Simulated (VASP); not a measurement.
# Cu (Fm-3m) in VASP: settings compared, part 2 of 2

VASP 6.6.1.

## Step 4: Single point, PBE

This run uses another cell than the first one, of 11.81 Å³/atom, 1.063 times its volume.

INCAR

```
SYSTEM = Cu
PREC = Accurate
ENCUT = 600
EDIFF = 1E-6
ISMEAR = 0
SIGMA = 0.019000000000000003
LREAL = .FALSE.
LASPH = .TRUE.
NELM = 120
ALGO = Normal
ISIF = 2
LWAVE = .FALSE.
LCHARG = .FALSE.
GGA = PE
NBANDS = 12
GGA_COMPAT = .FALSE.
```

KPOINTS

```
regular mesh
0
G
  13 13 13
  0 0 0
```

POSCAR

```
Cu
1.0
    0.0000000000      1.8075000000      1.8075000000
    1.8075000000      0.0000000000      1.8075000000
    1.8075000000      1.8075000000      0.0000000000
Cu
1
Direct
    0.0000000000      0.0000000000      0.0000000000
```

Potentials or basis: VASP PAW PBE potentials, release 64 (Cu).

On the command line:

```
cat potpaw_PBE.64/Cu/POTCAR > POTCAR
mpirun -np 1 vasp_std > vasp.out
```

OUTCAR:

```text
SYSTEM = Cu
   PREC = Accurate
   ENCUT = 600
   EDIFF = 1E-6
   ISMEAR = 0
   LREAL = .FALSE.
   LASPH = .TRUE.
   NELM = 120
   ISIF = 2
   GGA = PE

 ion  position               nearest neighbor table
   1  0.000  0.000  0.000-

  LATTYP: Found a face centered cubic cell.
 ALAT       =     3.6150000000

  Lattice vectors:

 A1 = (   0.0000000000,   1.8075000000,   1.8075000000)
 A2 = (   1.8075000000,   0.0000000000,   1.8075000000)
 A3 = (   1.8075000000,   1.8075000000,   0.0000000000)

[... 537 lines left out ...]
     12      37.8348      0.00000

 [... further k-points ...]

------------------------ aborting loop because EDIFF is reached ----------------------------------------

  FORCE on cell =-STRESS in cart. coord.  units (eV):
  Direction    XX          YY          ZZ          XY          YZ          ZX
  --------------------------------------------------------------------------------------
  -------------------------------------------------------------------------------------
  Total        0.1670778      0.1670778      0.1670778      0.0000000     -0.0000000      0.0000000
  in kB       22.6654474     22.6654474     22.6654474      0.0000000     -0.0000000      0.0000000
  external PRESSURE =      22.6654474 kB  Pullay stress =       0.0000000 kB

 VOLUME and BASIS-vectors are now :
 -----------------------------------------------------------------------------
  energy-cutoff  :      600.00
  volume of cell :       11.81
      direct lattice vectors                 reciprocal lattice vectors
     0.000000000  1.807500000  1.807500000    -0.276625173  0.276625173  0.276625173
     1.807500000  0.000000000  1.807500000     0.276625173 -0.276625173  0.276625173
     1.807500000  1.807500000  0.000000000     0.276625173  0.276625173 -0.276625173

 POSITION                                       TOTAL-FORCE (eV/Angst)
 -----------------------------------------------------------------------------------
      0.00000      0.00000      0.00000        -0.000000      0.000000     -0.000000
 -----------------------------------------------------------------------------------
    total drift:                                0.000000      0.000000      0.000000

  FREE ENERGIE OF THE ION-ELECTRON SYSTEM (eV)
  ---------------------------------------------------
  free  energy   TOTEN  =        -3.7269224668 eV

  energy  without entropy=       -3.7267940097  energy(sigma->0) =       -3.72685824
```

OSZICAR:

```text
N       E                     dE             d eps       ncg     rms          rms(c)
DAV:   1     0.431505954186E+02    0.43151E+02   -0.58823E+03  2288   0.171E+03
DAV:   2    -0.324616438027E+01   -0.46397E+02   -0.42853E+02  2076   0.211E+02
DAV:   3    -0.462442590486E+01   -0.13783E+01   -0.13699E+01  2424   0.417E+01
DAV:   4    -0.463289738805E+01   -0.84715E-02   -0.84707E-02  2296   0.288E+00
DAV:   5    -0.463297219687E+01   -0.74809E-04   -0.74809E-04  2428   0.278E-01    0.770E+00
DAV:   6    -0.410793761298E+01    0.52503E+00   -0.14605E+01  2396   0.733E+01    0.392E+00
DAV:   7    -0.373942818024E+01    0.36851E+00   -0.22934E+00  2432   0.290E+01    0.576E-01
DAV:   8    -0.372860151686E+01    0.10827E-01   -0.45173E-03  2348   0.105E+00    0.309E-01
DAV:   9    -0.372692254763E+01    0.16790E-02   -0.10382E-02  2504   0.180E+00    0.299E-02
DAV:  10    -0.372692378219E+01   -0.12346E-05   -0.37800E-05  2968   0.101E-01    0.875E-03
DAV:  11    -0.372692239604E+01    0.13862E-05   -0.12527E-06  1764   0.215E-02    0.224E-04
DAV:  12    -0.372692246679E+01   -0.70750E-07   -0.70077E-08  1224   0.309E-03
   1 F= -.37269225E+01 E0= -.37268582E+01  d E =-.128457E-03
```

Run time: 20 s. Hardware: 1 thread of Intel Xeon 8259CL, shared host; peak memory 0.13 GiB.

Results:

| Quantity | Value |
| --- | --- |
| Free energy | -3.7269 eV |
| Pressure | 2.3 GPa |

## Step 5: Single point, LDA

This run uses another cell than the first one, of 11.81 Å³/atom, 1.063 times its volume.

INCAR

```
ALGO = Normal ; EDIFF = 1E-6
ENCUT = 600 ; GGA = CA
GGA_COMPAT = False ; ISIF = 2
ISMEAR = 0 ; LASPH = True
LCHARG = False ; LREAL = False
LWAVE = False ; NBANDS = 12
NELM = 120 ; PREC = Accurate
SIGMA = 0.02
```

KPOINTS

```
k-points
0
Gamma
  13 13 13
```

POSCAR is that of step 4.

Potentials or basis: VASP PAW LDA potentials, release 64 (Cu).

On the command line:

```
cat potpaw_LDA.64/Cu/POTCAR > POTCAR
mpirun -np 1 vasp_std > vasp.out
```

OUTCAR:

```text
EDIFF = 1E-6
   ENCUT = 600
   GGA = CA
   ISIF = 2
   ISMEAR = 0
   LASPH = True
   LREAL = False
   NELM = 120
   PREC = Accurate

 ion  position               nearest neighbor table
   1  0.000  0.000  0.000-

  LATTYP: Found a face centered cubic cell.
 ALAT       =     3.6150000000

  Lattice vectors:

 A1 = (   0.0000000000,   1.8075000000,   1.8075000000)
 A2 = (   1.8075000000,   0.0000000000,   1.8075000000)
 A3 = (   1.8075000000,   1.8075000000,   0.0000000000)

Analysis of symmetry for initial positions (statically):
[... 529 lines left out ...]
      5       5.6808      2.00000
      6       6.9917      2.00000
      7      13.3898      0.00000
      8      24.1955      0.00000
      9      25.4418      0.00000
     10      27.7435      0.00000
     11      37.4127      0.00000
     12      37.5985      0.00000

 [... further k-points ...]
[... 5 lines left out ...]
  --------------------------------------------------------------------------------------
  -------------------------------------------------------------------------------------
  Total       -0.8690719     -0.8690719     -0.8690719     -0.0000000     -0.0000000      0.0000000
  in kB     -117.8966324   -117.8966324   -117.8966324     -0.0000000     -0.0000000      0.0000000
  external PRESSURE =    -117.8966324 kB  Pullay stress =       0.0000000 kB

 VOLUME and BASIS-vectors are now :
 -----------------------------------------------------------------------------
  energy-cutoff  :      600.00
  volume of cell :       11.81
      direct lattice vectors                 reciprocal lattice vectors
     0.000000000  1.807500000  1.807500000    -0.276625173  0.276625173  0.276625173
     1.807500000  0.000000000  1.807500000     0.276625173 -0.276625173  0.276625173
     1.807500000  1.807500000  0.000000000     0.276625173  0.276625173 -0.276625173

 POSITION                                       TOTAL-FORCE (eV/Angst)
 -----------------------------------------------------------------------------------
      0.00000      0.00000      0.00000         0.000000     -0.000000      0.000000
 -----------------------------------------------------------------------------------
    total drift:                                0.000000      0.000000      0.000000

  FREE ENERGIE OF THE ION-ELECTRON SYSTEM (eV)
  ---------------------------------------------------
  free  energy   TOTEN  =        -4.6742163862 eV

  energy  without entropy=       -4.6741215403  energy(sigma->0) =       -4.67416896
```

Wall time 19 s (1 thread of Intel Xeon 8259CL, shared host); peak memory 0.12 GiB.

Results:

| Property | Result |
| --- | --- |
| Free energy | -4.6742 eV |
| Pressure | -11.8 GPa |

Levels at points of the mesh, in eV from the Fermi level:
| k point | band 3 | band 4 | band 5 | band 6 | band 7 | band 8 | band 9 | band 10 |
| --- | --- | --- | --- | --- | --- | --- | --- | --- |
| (0.00, 0.00, 0.00) | -3.28 | -3.28 | -2.44 | -2.44 | 22.49 | 24.95 | 24.95 | 24.95 |

## Step 6: Overview

```csv
level,potentials or basis,cell,smearing,gap on the mesh (eV),pressure (GPa)
BLYP+D3(BJ),"VASP PAW PBE potentials, release 64 (Cu)","a = 2.505 Å, angles 60.0°, 1 atom",fermi-dirac 0.05 eV,none,0.7
PBE,"VASP PAW PBE potentials, release 64 (Cu)","a = 2.556 Å, angles 60.0°, 1 atom",gaussian 0.012 eV,none,2.3
PBE,"VASP PAW PBE potentials, release 64 (Cu)","a = 2.556 Å, angles 60.0°, 1 atom",gaussian 0.019 eV,none,2.3
LDA,"VASP PAW LDA potentials, release 64 (Cu)","a = 2.556 Å, angles 60.0°, 1 atom",gaussian 0.02 eV,none,-11.8
```

Alike in all rows: task single point; no spin polarisation; k mesh 13 × 13 × 13; cutoff (eV) 600.

Caveats: the PAW data sets were made with another functional, which shifts forces and pressure a little (some runs); pairwise dispersion overbinds metals, which lowers pressure and volume (some runs).

Total energies depend on the potentials used, so only differences within one code and one set of settings carry meaning.
